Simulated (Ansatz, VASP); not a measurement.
## Ni3Ge in VASP and in Ansatz

INCAR

```
PREC     = Accurate       # precision mode
ENCUT    = 520            # plane-wave cutoff, eV
EDIFF    = 1E-7           # SCF threshold, eV
ISMEAR   = 0              # smearing method
SIGMA    = 0.15           # smearing width, eV
LREAL    = F              # projectors in reciprocal space
LASPH    = T              # aspherical terms in the spheres
NELM     = 60             # most SCF steps
ALGO     = Fast           # electronic algorithm
ISIF     = 2              # what is computed and relaxed
LWAVE    = F              # write WAVECAR
LCHARG   = F              # write CHGCAR
GGA      = PS             # functional
NBANDS   = 54             # bands
```

File KPOINTS:

```
regular mesh
0
Gamma
  12 12 12
```

The input POSCAR:

```
Ni3Ge
1.0
   -3.5249142746      0.0000000000     -3.5249142746
    0.0000000000     -3.5249142746     -3.5249142746
   -3.5249142746     -3.5249142746      0.0000000000
Ni Ge
6 2
Direct
    0.5000000000      0.0000000000      0.0000000000
    0.0000000000      0.5000000000      0.5000000000
    0.5000000000      0.0000000000      0.5000000000
    0.0000000000      0.5000000000      0.0000000000
    0.0000000000      0.0000000000      0.5000000000
    0.5000000000      0.5000000000      0.0000000000
    0.0000000000      0.0000000000      0.0000000000
    0.5000000000      0.5000000000      0.5000000000
```

Input for Ansatz:

```yaml
crystal:
  lattice:
    - [-3.5249142746, 0.0, -3.5249142746]
    - [0.0, -3.5249142746, -3.5249142746]
    - [-3.5249142746, -3.5249142746, 0.0]
  atoms:
    - { symbol: Ni, position: [0.5, 0.0, 0.0] }
    - { symbol: Ni, position: [0.0, 0.5, 0.5] }
    - { symbol: Ni, position: [0.5, 0.0, 0.5] }
    - { symbol: Ni, position: [0.0, 0.5, 0.0] }
    - { symbol: Ni, position: [0.0, 0.0, 0.5] }
    - { symbol: Ni, position: [0.5, 0.5, 0.0] }
    - { symbol: Ge, position: [0.0, 0.0, 0.0] }
    - { symbol: Ge, position: [0.5, 0.5, 0.5] }
basis:
  ecutwfc: 420
kpoints:
  mp_grid: { grid: [12, 12, 12] }
hamiltonian:
  xc: pbesol
scf:
  occupations: { method: gaussian, width: 0.15 }
output:
  forces: true
  stress: true
  eigenvalues: true
```

Alike in both runs: task single point; functional PBEsol; k mesh 12 × 12 × 12; occupations gaussian, width 0.15 eV; no spin polarisation.

```csv
,VASP,Ansatz
version,VASP 6.6.1,Ansatz 0.2.0
potentials or method,"VASP PAW PBE potentials, release 64 (Ni, Ge_d), cutoff 520 eV","scalar-relativistic, plane waves, PAW"
valence electrons in the cell,88,136
```

Ansatz gave:

* gap on the k mesh at the Fermi level (eV): none
* pressure (GPa): 0.0

Which values does VASP return?

gap on the k mesh at the Fermi level (eV): none; pressure (GPa): 0.2.

VASP's potentials were made for PBE, not for PBEsol. A gap of «none» marks a metal or a gap that the smearing closes. VASP's potentials hold 88 valence electrons a cell and Ansatz's 136, so a difference there can come from the potentials and not from the codes.
